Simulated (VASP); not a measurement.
# Ga (Cmce) in VASP: single point with r2SCAN

Aim: the single point of Ga with r2SCAN.

All numbers are computed with VASP 6.6.1; they aren't measurements. Logs are shortened: lines on timing, memory, paths and dates and some standing lists are left out, and cuts for length are marked.

## Step 1: The cell of the first run

It takes space group Cmce (No. 64, orthorhombic). The conventional cell has a = 4.341 Å, b = 7.379 Å, c = 4.410 Å, α = 90.00°, β = 90.00°, γ = 90.00°. Ga (site symmetry m) has 7 Ga at 2.42 to 2.69 Å within 3.2 Å.

## Step 2: Single point, r2SCAN (17.66 Å³/atom)

The input, POSCAR:

```
Ga
1.0
    2.1706726949     -3.6892516096      0.0000000000
    2.1706726949      3.6892516096      0.0000000000
    0.0000000000      0.0000000000      4.4103412028
Ga
4
Direct
    0.8442341898      0.1557658102      0.0855794265
    0.6557658102      0.3442341898      0.5855794265
    0.1557658102      0.8442341898      0.9144205735
    0.3442341898      0.6557658102      0.4144205735
```

The input, INCAR.step1:

```
SYSTEM = Ga
PREC     = Accurate       ! precision mode
ENCUT    = 520            ! plane-wave cutoff, eV
ISMEAR   = -1             ! smearing method
SIGMA    = 0.1            ! smearing width, eV
LREAL    = .False.        ! projectors in reciprocal space
LASPH    = .True.         ! aspherical terms in the spheres
NELM     = 60             ! most SCF steps
NBANDS   = 34             ! bands
GGA      = PE             ! functional
ALGO     = Normal         ! electronic algorithm
EDIFF    = 1E-4           ! SCF threshold, eV
LWAVE    = .True.         ! write WAVECAR
LCHARG   = .False.        ! write CHGCAR
```

The input, INCAR.step2:

```
SYSTEM = Ga
PREC     = Accurate       ! precision mode
ENCUT    = 520            ! plane-wave cutoff, eV
EDIFF    = 1E-7           ! SCF threshold, eV
ISMEAR   = -1             ! smearing method
SIGMA    = 0.1            ! smearing width, eV
LREAL    = .False.        ! projectors in reciprocal space
LASPH    = .True.         ! aspherical terms in the spheres
NELM     = 60             ! most SCF steps
ALGO     = Normal         ! electronic algorithm
ISIF     = 2              ! what is computed and relaxed
LWAVE    = .False.        ! write WAVECAR
LCHARG   = .False.        ! write CHGCAR
METAGGA  = R2SCAN         ! meta-GGA
LMIXTAU  = .True.       
NBANDS   = 34             ! bands
ISTART   = 1
```

The input, KPOINTS:

```
regular mesh
0
Gamma
  11 11 9
  0 0 0
```

Potentials or basis: VASP PAW PBE potentials, release 64 (Ga_d).

The run is started by

```console
$ cat potpaw_PBE.64/Ga_d/POTCAR > POTCAR
$ cp INCAR.step1 INCAR
$ mpirun -np 1 vasp_std > vasp.out
$ cp INCAR.step2 INCAR
$ mpirun -np 1 vasp_std > vasp.out
```

OUTCAR:

```text
SYSTEM = Ga
   PREC = Accurate
   ENCUT = 520
   EDIFF = 1E-7
   ISMEAR = -1
   LREAL = .False.
   LASPH = .True.
   NELM = 60
   ISIF = 2
   METAGGA = R2SCAN
   ISTART = 1

 ion  position               nearest neighbor table
   1  0.844  0.156  0.086-   3 2.42   2 2.61   2 2.61   4 2.61   4 2.61   3 2.69   3 2.69
   2  0.656  0.344  0.586-   4 2.42   1 2.61   1 2.61   3 2.61   3 2.61   4 2.69   4 2.69
   3  0.156  0.844  0.914-   1 2.42   4 2.61   4 2.61   2 2.61   2 2.61   1 2.69   1 2.69
   4  0.344  0.656  0.414-   2 2.42   3 2.61   3 2.61   1 2.61   1 2.61   2 2.69   2 2.69

  LATTYP: Found a base centered orthorhombic cell.
 ALAT       =     4.3413453898
 B/A-ratio  =     1.6995890805
 C/A-ratio  =     1.0158927261

  Lattice vectors:

 A1 = (   2.1706726949,  -3.6892516096,   0.0000000000)
 A2 = (   2.1706726949,   3.6892516096,   0.0000000000)
 A3 = (   0.0000000000,   0.0000000000,   4.4103412028)

Analysis of symmetry for initial positions (statically):
=====================================================================
 Subroutine PRICEL returns:
 Original cell was already a primitive cell.

 Routine SETGRP: Setting up the symmetry group for a
 base centered orthorhombic supercell.

 Subroutine GETGRP returns: Found  8 space group operations
 (whereof  4 operations were pure point group operations)
 out of a pool of  8 trial point group operations.

The static configuration has the point symmetry C_2h.
 The point group associated with its full space group is D_2h.

Analysis of symmetry for dynamics (positions and initial velocities):
=====================================================================
 Subroutine PRICEL returns:
 Original cell was already a primitive cell.

 Routine SETGRP: Setting up the symmetry group for a
 base centered orthorhombic supercell.

 Subroutine GETGRP returns: Found  8 space group operations
 (whereof  4 operations were pure point group operations)
 out of a pool of  8 trial point group operations.

The dynamic configuration has the point symmetry C_2h.
 The point group associated with its full space group is D_2h.

 Subroutine INISYM returns: Found  8 space group operations
 (whereof  4 operations are pure point group operations),
 and found     1 'primitive' translations

----------------------------------------------------------------------------------------

                                     Primitive cell

  volume of cell :      70.6374

  direct lattice vectors                    reciprocal lattice vectors
     2.170672695 -3.689251610  0.000000000     0.230343341 -0.135528842  0.000000000
     2.170672695  3.689251610  0.000000000     0.230343341  0.135528842  0.000000000
     0.000000000  0.000000000  4.410341203     0.000000000  0.000000000  0.226739827

  length of vectors
     4.280466959  4.280466959  4.410341203     0.267256659  0.267256659  0.226739827

  position of ions in fractional coordinates (direct lattice)
     0.844234190  0.155765810  0.085579426
     0.655765810  0.344234190  0.585579426
     0.155765810  0.844234190  0.914420574
     0.344234190  0.655765810  0.414420574

  ion indices of the primitive-cell ions
   primitive index   ion index
                 1           1
                 2           2
                 3           3
                 4           4

----------------------------------------------------------------------------------------

 KPOINTS: regular mesh

Automatic generation of k-mesh.
 Grid dimensions read from file:
 generate k-points for:   11   11    9

 Generating k-lattice:

  Cartesian coordinates                     Fractional coordinates (reciprocal lattice)
     0.020940304 -0.012320804  0.000000000     0.090909091  0.000000000  0.000000000
     0.020940304  0.012320804  0.000000000     0.000000000  0.090909091  0.000000000
     0.000000000  0.000000000  0.025193314     0.000000000  0.000000000  0.111111111

  Length of vectors
     0.024296060  0.024296060  0.025193314

  Shift w.r.t. Gamma in fractional coordinates (k-lattice)
     0.000000000  0.000000000  0.000000000

 Subroutine IBZKPT returns following result:
 ===========================================

 Found    180 irreducible k-points:

 Following reciprocal coordinates:
            Coordinates               Weight
  0.000000  0.000000  0.000000      1.000000
  0.090909 -0.000000  0.000000      4.000000
  0.181818  0.000000  0.000000      4.000000
  0.272727 -0.000000  0.000000      4.000000
  0.363636 -0.000000  0.000000      4.000000
  0.454545 -0.000000  0.000000      4.000000
[... 16 lines left out ...]
 -0.272727  0.181818  0.000000      4.000000
 -0.181818  0.181818  0.000000      2.000000
 [... further k-points ...]
   k-points           NKPTS =    180   k-points in BZ     NKDIM =    180   number of bands    NBANDS=     34
   number of dos      NEDOS =    301   number of ions     NIONS =      4
   total plane-waves  NPLWV =  36864
   dimension x,y,z NGX =    32 NGY =   32 NGZ =   36
   dimension x,y,z NGXF=    64 NGYF=   64 NGZF=   72
   ions per type =               4
   NGX,Y,Z   is equivalent  to a cutoff of  12.43, 12.43, 13.57 a.u.
   NGXF,Y,Z  is equivalent  to a cutoff of  24.86, 24.86, 27.14 a.u.
 SYSTEM =  Ga
   PREC   = accura    normal or accurate (medium, high low for compatibility)
   ISTART =      1    job   : 0-new  1-cont  2-samecut
   ICHARG =      0    charge: 1-file 2-atom 10-const
   ISPIN  =      1    spin polarized calculation?
   LNONCOLLINEAR =      F non collinear calculations
   LSORBIT =      F    spin-orbit coupling
   LASPH  =      T    aspherical Exc in radial PAW
   ENCUT  =  520.0 eV  38.22 Ry    6.18 a.u.   7.96  7.96  8.20*2*pi/ulx,y,z
   NELM   =     60;   NELMIN=  2; NELMDL=  0     # of ELM steps
   EDIFF  = 0.1E-06   stopping-criterion for ELM
   LREAL  =      F    real-space projection
   EDIFFG = 0.1E-05   stopping-criterion for IOM
   NSW    =      0    number of steps for IOM
   IBRION =     -1    ionic relax: 0-MD 1-quasi-New 2-CG
   NFREE  =      0    steps in history (QN), initial steepest desc. (CG)
   ISIF   =      2    stress and relaxation
   ISYM   =      2    0-nonsym 1-usesym 2-fastsym
   POTIM  = 0.5000    time-step for ionic-motion
   TEBEG  =    0.0;   TEEND  =   0.0 temperature during run
   PSTRESS=    0.0 pullay stress
   NELECT =      52.0000    total number of electrons
   NUPDOWN=      -1.0000    fix difference up-down
   EMIN   =  10.00;   EMAX   =-10.00  energy-range for DOS
   EFERMI =   0.00;   METHOD = LEGACY
   ISMEAR =    -1;   SIGMA  =   0.10  broadening in eV -4-tet -1-fermi 0-gaus
   EFERMI_NEDOS =   21; number of points for ismear=-14 and -15
   IALGO  =     38    algorithm
   IMIX   =      4    mixing-type and parameters
     AMIX     =   0.40;   BMIX     =  1.00
     AMIX_MAG =   1.60;   BMIX_MAG =  1.00
  volume/ion in A,a.u.               =      17.66       119.17
  Fermi-wavevector in a.u.,A,eV,Ry     =   1.478193  2.793379 29.729454  2.185053
  Thomas-Fermi vector in A             =   2.592504
   LORBIT       =      0    0 simple, 1 ext, 2 COOP (PROOUT), +10 PAW based schemes
   METAGGA = R2SCAN    functional components
   LHFCALC =     F    Hartree Fock is set to
   AEXX    =    0.0000 exact exchange contribution
   IVDW    =     0    specifies the selected vdW correction
   LEPSILON=     F    determine dielectric tensor
   LRPA    =     F    only Hartree local field effects (RPA)
 non-spin polarized calculation
  energy-cutoff  :      520.00
  volume of cell :       70.64
 maximum number of plane-waves:      1926
   NGX = 15   NGY = 15   NGZ = 17

 number of electron      51.9999964 magnetization

 Free energy of the ion-electron system (eV)
  ---------------------------------------------------
  ext. energy  EPLUGINS =         0.00000000
  ---------------------------------------------------
  free energy    TOTEN  =       -45.66172682 eV

  energy without entropy =      -45.63900725  energy(sigma->0) =      -45.65036703

 E-fermi :   5.8801     XC(G=0): -12.2424

 val. band max:        5.8518629331   @ k =   0.0909  -0.0000   0.1111
 cond. band min:       5.8997244488   @ k =   0.4545   0.4545   0.1111
 fundamental gap:      0.0478615157
 Fermi energy:         5.8801003744

 k-point     1 :       0.0000    0.0000    0.0000
  band No.  band energies     occupation
      1      -9.9933      2.00000
      2      -9.9774      2.00000
      3      -9.9265      2.00000
      4      -9.9124      2.00000
      5      -9.8934      2.00000
      6      -9.8673      2.00000
[... 26 lines left out ...]
     33      13.5849      0.00000
     34      14.1171      0.00000

 k-point     2 :       0.0909   -0.0000    0.0000
  band No.  band energies     occupation
      1      -9.9963      2.00000
      2      -9.9726      2.00000
      3      -9.9304      2.00000
      4      -9.9163      2.00000
      5      -9.8842      2.00000
      6      -9.8644      2.00000
[... 26 lines left out ...]
     33      13.6338      0.00000
     34      14.4003      0.00000

 k-point     3 :       0.1818    0.0000    0.0000
  band No.  band energies     occupation
      1     -10.0004      2.00000
      2      -9.9594      2.00000
      3      -9.9419      2.00000
      4      -9.9249      2.00000
      5      -9.8694      2.00000
      6      -9.8478      2.00000
[... 26 lines left out ...]
     33      13.0003      0.00000
     34      14.1051      0.00000
[... 704 lines left out ...]
 k-point    23 :      -0.2727    0.1818    0.0000
  band No.  band energies     occupation
      1     -10.0118      2.00000
      2      -9.9846      2.00000
      3      -9.9250      2.00000
      4      -9.9144      2.00000
      5      -9.9024      2.00000
      6      -9.8713      2.00000
[... 26 lines left out ...]
     33      12.2111      0.00000
     34      13.6531      0.00000

 k-point    24 :      -0.1818    0.1818    0.0000
  band No.  band energies     occupation
      1     -10.0085      2.00000
      2      -9.9750      2.00000
      3      -9.9335      2.00000
      4      -9.9120      2.00000
      5      -9.8935      2.00000
      6      -9.8784      2.00000
[... 26 lines left out ...]
     33      12.1373      0.00000
     34      13.0264      0.00000

 [... further k-points ...]

------------------------ aborting loop because EDIFF is reached ----------------------------------------

  FORCE on cell =-STRESS in cart. coord.  units (eV):
  Direction    XX          YY          ZZ          XY          YZ          ZX
  --------------------------------------------------------------------------------------
  -------------------------------------------------------------------------------------
  Total        2.8408248      3.1329577      2.7998357      0.0000000     -0.0000000      0.0000000
  in kB       64.4347624     71.0608353     63.5050591      0.0000000     -0.0000000      0.0000000
  external PRESSURE =      66.3335523 kB  Pullay stress =       0.0000000 kB

 VOLUME and BASIS-vectors are now :
 -----------------------------------------------------------------------------
  energy-cutoff  :      520.00
  volume of cell :       70.64
      direct lattice vectors                 reciprocal lattice vectors
     2.170672695 -3.689251610  0.000000000     0.230343341 -0.135528842  0.000000000
     2.170672695  3.689251610  0.000000000     0.230343341  0.135528842  0.000000000
     0.000000000  0.000000000  4.410341203     0.000000000  0.000000000  0.226739827

 POSITION                                       TOTAL-FORCE (eV/Angst)
 -----------------------------------------------------------------------------------
      2.17067     -2.53993      0.37743         0.000000     -0.019160     -0.003543
      2.17067     -1.14932      2.58261         0.000000      0.019160     -0.003543
      2.17067      2.53993      4.03291         0.000000      0.019160      0.003543
      2.17067      1.14932      1.82774         0.000000     -0.019160      0.003543
 -----------------------------------------------------------------------------------
    total drift:                               -0.000000      0.000000      0.000000

  FREE ENERGIE OF THE ION-ELECTRON SYSTEM (eV)
  ---------------------------------------------------
  free  energy   TOTEN  =       -45.6617268191 eV

  energy  without entropy=      -45.6390072451  energy(sigma->0) =      -45.65036703
```

Run time: 26 min. Hardware: 1 thread of Intel Xeon 8259CL, shared host; peak memory 0.41 GiB.

What came out:

| Item | Value |
| --- | --- |
| Free energy | -45.6617 eV |
| Pressure | 6.6 GPa |
| Largest force | 0.019 eV/Å |
| Band gap on the k mesh | zero (bands 26 and 27 overlap by 1.44 eV) |

Forces on the atoms (eV/Å):
```
Ga   0.000 -0.019 -0.004
Ga   0.000  0.019 -0.004
Ga   0.000  0.019  0.004
Ga   0.000 -0.019  0.004
```

Caveat: the cell stands under pressure; the PAW data sets were made with another functional, which shifts forces and pressure a little.
